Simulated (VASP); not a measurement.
# Sn (Fd-3m) in VASP: further runs

The runs below take Sn through single point, relaxation of cell and atoms, with LDA, PBEsol+D4.

Program: VASP 6.6.1. These are calculated values, not measurements. Logs are shortened: lines on timing, memory, paths and dates and some standing lists are left out, and cuts for length are marked.

## (1) The cell of the first run

Symmetry: Fd-3m, No. 227, cubic system. Conventional cell: a = 6.475 Å, b = 6.475 Å, c = 6.475 Å, α = 90.00°, β = 90.00°, γ = 90.00°. Within 3.7 Å of Sn (site symmetry -43m) lie 4 Sn at 2.80 Å.

## (2) Single point, LDA

INCAR reads:

```
SYSTEM = Sn
ALGO = Normal
EDIFF = 1E-7
ENCUT = 520
ISIF = 2
ISMEAR = -1
LASPH = .True.
LCHARG = .False.
LREAL = .False.
LWAVE = .False.
NBANDS = 21
NELM = 80
PREC = Accurate
SIGMA = 0.05
```

KPOINTS reads:

```
k-points
0
Gamma
  7 7 7
  0 0 0
```

POSCAR reads:

```
Sn
1.0
    0.0000000000      3.2374520541      3.2374520541
    3.2374520541      0.0000000000      3.2374520541
    3.2374520541      3.2374520541      0.0000000000
Sn
2
Direct
    0.7500000000      0.7500000000      0.7500000000
    0.5000000000      0.5000000000      0.5000000000
```

Potentials or basis: VASP PAW LDA potentials, release 64 (Sn_d).

The run is started by

```console
> cat potpaw_LDA.64/Sn_d/POTCAR > POTCAR
> mpirun -np 1 vasp_std > vasp.out
```

OUTCAR:

```text
SYSTEM = Sn
   EDIFF = 1E-7
   ENCUT = 520
   ISIF = 2
   ISMEAR = -1
   LASPH = .True.
   LREAL = .False.
   NELM = 80
   PREC = Accurate

 ion  position               nearest neighbor table
   1  0.750  0.750  0.750-   2 2.80   2 2.80   2 2.80   2 2.80
   2  0.500  0.500  0.500-   1 2.80   1 2.80   1 2.80   1 2.80

  LATTYP: Found a face centered cubic cell.
 ALAT       =     6.4749041082

  Lattice vectors:

 A1 = (   0.0000000000,   3.2374520541,   3.2374520541)
 A2 = (   3.2374520541,   0.0000000000,   3.2374520541)
 A3 = (   3.2374520541,   3.2374520541,   0.0000000000)

Analysis of symmetry for initial positions (statically):
=====================================================================
 Subroutine PRICEL returns:
 Original cell was already a primitive cell.

 Routine SETGRP: Setting up the symmetry group for a
 face centered cubic supercell.

 Subroutine GETGRP returns: Found 48 space group operations
 (whereof 24 operations were pure point group operations)
 out of a pool of 48 trial point group operations.

The static configuration has the point symmetry T_d .
 The point group associated with its full space group is O_h .

Analysis of symmetry for dynamics (positions and initial velocities):
=====================================================================
 Subroutine PRICEL returns:
 Original cell was already a primitive cell.

 Routine SETGRP: Setting up the symmetry group for a
 face centered cubic supercell.

 Subroutine GETGRP returns: Found 48 space group operations
 (whereof 24 operations were pure point group operations)
 out of a pool of 48 trial point group operations.

The dynamic configuration has the point symmetry T_d .
 The point group associated with its full space group is O_h .

 Subroutine INISYM returns: Found 48 space group operations
 (whereof 24 operations are pure point group operations),
 and found     1 'primitive' translations

----------------------------------------------------------------------------------------

                                     Primitive cell

  volume of cell :      67.8641

  direct lattice vectors                    reciprocal lattice vectors
     0.000000000  3.237452054  3.237452054    -0.154442442  0.154442442  0.154442442
     3.237452054  0.000000000  3.237452054     0.154442442 -0.154442442  0.154442442
     3.237452054  3.237452054  0.000000000     0.154442442  0.154442442 -0.154442442

  length of vectors
     4.578448602  4.578448602  4.578448602     0.267502156  0.267502156  0.267502156

  position of ions in fractional coordinates (direct lattice)
     0.750000000  0.750000000  0.750000000
     0.500000000  0.500000000  0.500000000

[... 70 lines left out ...]
   NELM   =     80;   NELMIN=  2; NELMDL= -5     # of ELM steps
   EDIFF  = 0.1E-06   stopping-criterion for ELM
   LREAL  =      F    real-space projection
   EDIFFG = 0.1E-05   stopping-criterion for IOM
   NSW    =      0    number of steps for IOM
   IBRION =     -1    ionic relax: 0-MD 1-quasi-New 2-CG
   NFREE  =      0    steps in history (QN), initial steepest desc. (CG)
   ISIF   =      2    stress and relaxation
   ISYM   =      2    0-nonsym 1-usesym 2-fastsym
   POTIM  = 0.5000    time-step for ionic-motion
   TEBEG  =    0.0;   TEEND  =   0.0 temperature during run
   PSTRESS=    0.0 pullay stress
   NELECT =      28.0000    total number of electrons
   NUPDOWN=      -1.0000    fix difference up-down
   EMIN   =  10.00;   EMAX   =-10.00  energy-range for DOS
   EFERMI =   0.00;   METHOD = LEGACY
   ISMEAR =    -1;   SIGMA  =   0.05  broadening in eV -4-tet -1-fermi 0-gaus
   EFERMI_NEDOS =   21; number of points for ismear=-14 and -15
   IALGO  =     38    algorithm
   IMIX   =      4    mixing-type and parameters
     AMIX     =   0.40;   BMIX     =  1.00
     AMIX_MAG =   1.60;   BMIX_MAG =  1.00
  volume/ion in A,a.u.               =      33.93       228.98
  Fermi-wavevector in a.u.,A,eV,Ry     =   1.218749  2.303101 20.209392  1.485348
  Thomas-Fermi vector in A             =   2.354024
   LORBIT       =      0    0 simple, 1 ext, 2 COOP (PROOUT), +10 PAW based schemes
   GGA     = CA    functional components
   LHFCALC =     F    Hartree Fock is set to
   AEXX    =    0.0000 exact exchange contribution
   IVDW    =     0    specifies the selected vdW correction
   LEPSILON=     F    determine dielectric tensor
   LRPA    =     F    only Hartree local field effects (RPA)
 non-spin polarized calculation
  energy-cutoff  :      520.00
  volume of cell :       67.86
 maximum number of plane-waves:      1849
 NGX is ok and might be reduce to    36
   NGX = 17   NGY = 17   NGZ = 17

 number of electron      28.0000006 magnetization

 Free energy of the ion-electron system (eV)
  ---------------------------------------------------
  ext. energy  EPLUGINS =         0.00000000
  ---------------------------------------------------
  free energy    TOTEN  =        -8.92574771 eV

  energy without entropy =       -8.92340702  energy(sigma->0) =       -8.92457737

 E-fermi :   5.3455     XC(G=0):  -9.2218

 val. band max:        5.1732705049   @ k =   0.1429   0.0000   0.0000
 cond. band min:       5.3862546338   @ k =   0.4286   0.0000   0.0000
 fundamental gap:      0.2129841289
 Fermi energy:         5.3455106776

 k-point     1 :       0.0000    0.0000    0.0000
  band No.  band energies     occupation
      1     -16.1836      2.00000
      2     -16.1836      2.00000
      3     -16.1836      2.00000
      4     -16.1212      2.00000
      5     -16.1212      2.00000
      6     -15.8033      2.00000
[... 469 lines left out ...]
     20      14.1748      0.00000
     21      15.8726      0.00000

------------------------ aborting loop because EDIFF is reached ----------------------------------------

  FORCE on cell =-STRESS in cart. coord.  units (eV):
  Direction    XX          YY          ZZ          XY          YZ          ZX
  --------------------------------------------------------------------------------------
  -------------------------------------------------------------------------------------
  Total       -0.0036077     -0.0036077     -0.0036077      0.0000000     -0.0000000      0.0000000
  in kB       -0.0851738     -0.0851738     -0.0851738      0.0000000     -0.0000000      0.0000000
  external PRESSURE =      -0.0851738 kB  Pullay stress =       0.0000000 kB

 VOLUME and BASIS-vectors are now :
 -----------------------------------------------------------------------------
  energy-cutoff  :      520.00
  volume of cell :       67.86
      direct lattice vectors                 reciprocal lattice vectors
     0.000000000  3.237452054  3.237452054    -0.154442442  0.154442442  0.154442442
     3.237452054  0.000000000  3.237452054     0.154442442 -0.154442442  0.154442442
     3.237452054  3.237452054  0.000000000     0.154442442  0.154442442 -0.154442442

 POSITION                                       TOTAL-FORCE (eV/Angst)
 -----------------------------------------------------------------------------------
      4.85618      4.85618      4.85618         0.000000     -0.000000     -0.000000
      3.23745      3.23745      3.23745        -0.000000      0.000000      0.000000
 -----------------------------------------------------------------------------------
    total drift:                                0.000000      0.000000      0.000000

  FREE ENERGIE OF THE ION-ELECTRON SYSTEM (eV)
  ---------------------------------------------------
  free  energy   TOTEN  =        -8.9257477120 eV

  energy  without entropy=       -8.9234070205  energy(sigma->0) =       -8.92457737
```

stdout:

```text
POSCAR found type information on POSCAR Sn
 POSCAR found :  1 types and       2 ions
 scaLAPACK will be used
 LDA part: xc-table for (Slater(with rela. corr.)+CA(PZ))
 , standard interpolation
 POSCAR, INCAR and KPOINTS ok, starting setup
 FFT: planning ... GRIDC
 FFT: planning ... GRID_SOFT
 FFT: planning ... GRID
 WAVECAR not read
 entering main loop
```

Wall time 12 s (1 thread of Intel Xeon 6975P-C (Granite Rapids), shared host); peak memory 0.17 GiB.

What came out:

| Property | Result |
| --- | --- |
| Free energy | -8.9257 eV |
| Pressure | 0.0 GPa |
| Band gap on the k mesh | zero (band 14 reaches 5.53 eV, above the bottom of band 15 at 5.39 eV) |

Caveat: spin-orbit coupling is left out, which moves the levels of the heavy elements.

## (3) Single point, PBEsol+D4

This run uses another cell than the first one, of 34.30 Å³/atom, 1.011 times its volume.

INCAR reads:

```
SYSTEM = Sn
PREC = Accurate
ENCUT = 520
EDIFF = 1E-6
ISMEAR = -1
SIGMA = 0.05
LREAL = .False.
LASPH = .True.
NELM = 80
ALGO = Normal
ISIF = 2
LWAVE = .False.
LCHARG = .True.
GGA = PS
IVDW = 13
LELF = .True.
LVHAR = .True.
NBANDS = 21
```

KPOINTS reads:

```
regular mesh
0
Gamma
  7 7 7
  0 0 0
```

POSCAR reads:

```
Sn
1.0
    0.0000000000      3.2491458932      3.2491458932
    3.2491458932      0.0000000000      3.2491458932
    3.2491458932      3.2491458932      0.0000000000
Sn
2
Direct
    0.7500000000      0.7500000000      0.7500000000
    0.5000000000      0.5000000000      0.5000000000
```

Potentials or basis: VASP PAW PBE potentials, release 64 (Sn_d).

The run is started by

```console
> cat potpaw_PBE.64/Sn_d/POTCAR > POTCAR
> mpirun -np 1 vasp_std > vasp.out
```

Run time: 14 s. Hardware: 1 thread of Intel Xeon 6975P-C (Granite Rapids), shared host; peak memory 0.2 GiB.

Results (log left out):

* Free energy: -8.8430 eV
* Pressure: -0.1 GPa
* Band gap on the k mesh: zero (band 14 reaches 5.54 eV, above the bottom of band 15 at 5.41 eV)
* Dispersion energy per atom: -0.199 eV

Levels at points of the mesh, in eV from the Fermi level:
| k point | band 10 | band 11 | band 12 | band 13 | band 14 | band 15 | band 16 | band 17 | band 18 | band 19 |
| --- | --- | --- | --- | --- | --- | --- | --- | --- | --- | --- |
| (0.00, 0.00, 0.00) | -21.13 | -10.52 | -0.64 | 0.17 | 0.17 | 0.17 | 2.23 | 2.23 | 2.23 | 4.94 |

Caveat: the PAW data sets were made with another functional, which shifts forces and pressure a little; spin-orbit coupling is left out, which moves the levels of the heavy elements; pairwise dispersion overbinds metals, which lowers pressure and volume.

## (4) Relaxation of cell and atoms, LDA

This run uses another cell than the first one, of 33.80 Å³/atom, 0.996 times its volume.

INCAR reads:

```
PREC = Accurate
ENCUT = 600
EDIFF = 1E-6
ISMEAR = -1
SIGMA = 0.05
LREAL = False
LASPH = True
NELM = 60
ALGO = Normal
ISIF = 3
LWAVE = False
LCHARG = False
IBRION = 2
NSW = 80
EDIFFG = -0.02
```

KPOINTS reads:

```
Automatic mesh
0
Gamma
  7 7 7
```

POSCAR reads:

```
Sn
1.0
    0.0000000000      3.2333428000      3.2333428000
    3.2333428000      0.0000000000      3.2333428000
    3.2333428000      3.2333428000      0.0000000000
Sn
2
Direct
    0.7500000000      0.7500000000      0.7500000000
    0.5000000000      0.5000000000      0.5000000000
```

Potentials or basis: VASP PAW LDA potentials, release 64 (Sn_d).

The run is started by

```console
> cat potpaw_LDA.64/Sn_d/POTCAR > POTCAR
> mpirun -np 1 vasp_std > vasp.out
```

Run time: 31 s. Hardware: 1 thread of Intel Xeon 6975P-C (Granite Rapids), shared host; peak memory 0.19 GiB.

The run converged. Its results:

```
Free energy                            : -8.9259 eV
Relaxed volume                         : 33.95 Å³/atom
Relaxed cell                           : a = 4.579 Å, b = 4.579 Å, c = 4.579 Å, α = 60.00°, β = 60.00°, γ = 60.00°
Space group after relaxing (to 0.05 Å) : Fd-3m (No. 227)
Energy gained by relaxing              : 0.1 meV/atom
Ionic steps                            : 3
Pressure after relaxing                : 0.0 GPa
Band gap on the k mesh                 : zero (band 14 reaches 5.52 eV, above the bottom of band 15 at 5.38 eV)
```

Step by step:
```tsv
step	energy change (eV)	largest force (eV/Å)	pressure (GPa)	volume (Å³)
1	0.0000	0.0000	0.23	67.61
2	-0.0001	0.0000	-0.12	68.08
3	-0.0002	0.0000	0.00	67.90
```

Final structure:
```
CELL_PARAMETERS angstrom
0.00000 3.23810 3.23810
3.23810 0.00000 3.23810
3.23810 3.23810 0.00000
ATOMIC_POSITIONS crystal
Sn 0.75000 0.75000 0.75000
Sn 0.50000 0.50000 0.50000
```

Levels at points of the mesh, in eV from the Fermi level:
```
           k point  band 12  band 13  band 14  band 15  band 16  band 17
(0.00, 0.00, 0.00)    -0.66     0.18     0.18     0.18     2.24     2.24
```

Caveat: spin-orbit coupling is left out, which moves the levels of the heavy elements.

## (5) Overview

```csv
task,level,potentials or basis,cell,cutoff (eV),gap on the mesh (eV),pressure (GPa)
single point,LDA,"VASP PAW LDA potentials, release 64 (Sn_d)","a = 4.578 Å, angles 60.0°, 2 atoms",520,none,0.0
single point,PBEsol+D4,"VASP PAW PBE potentials, release 64 (Sn_d)","a = 4.595 Å, angles 60.0°, 2 atoms",520,none,-0.1
relaxation of cell and atoms,LDA,"VASP PAW LDA potentials, release 64 (Sn_d)","relaxed from a = 4.573 Å, angles 60.0°, 2 atoms",600,none,0.0
```

Alike in all rows: no spin polarisation; k mesh 7 × 7 × 7; smearing fermi-dirac 0.05 eV.

Caveats: spin-orbit coupling is left out, which moves the levels of the heavy elements; the PAW data sets were made with another functional, which shifts forces and pressure a little (some runs); pairwise dispersion overbinds metals, which lowers pressure and volume (some runs).

Absolute energies hang on the potentials; compare differences alone.
